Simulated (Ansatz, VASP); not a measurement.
## Ag in VASP and in Ansatz

```
Ag
1.0
     2.93066    0.00000    0.00000
    -1.46533    2.53803    0.00000
     0.00000    0.00000    4.80934
Ag
2
Direct
  0.33333 0.66667 0.25000
  0.66667 0.33333 0.75000
```

Alike in both runs: functional PBE; k mesh 18 × 18 × 10; occupations fermi-dirac, width 0.15 eV; no spin polarisation.

Ansatz relaxed the structure, and its values are those at the end. VASP's run is a single point on that final structure, the one shown.

```csv
,VASP,Ansatz
version,VASP 6.6.1,Ansatz 0.2.0
potentials or method,"VASP PAW PBE potentials, release 64 (Ag), cutoff 520 eV","scalar-relativistic, plane waves, PAW"
valence electrons in the cell,22,38
```

|  | VASP | Ansatz | Ansatz less VASP |
| --- | --- | --- | --- |
| gap on the k mesh at the Fermi level (eV) | none | none | - |
| pressure (GPa) | 0.0 | 0.0 | +0.03 |

A gap of «none» marks a metal or a gap that the smearing closes. VASP's potentials hold 22 valence electrons a cell and Ansatz's 38, so a difference there can come from the potentials and not from the codes.
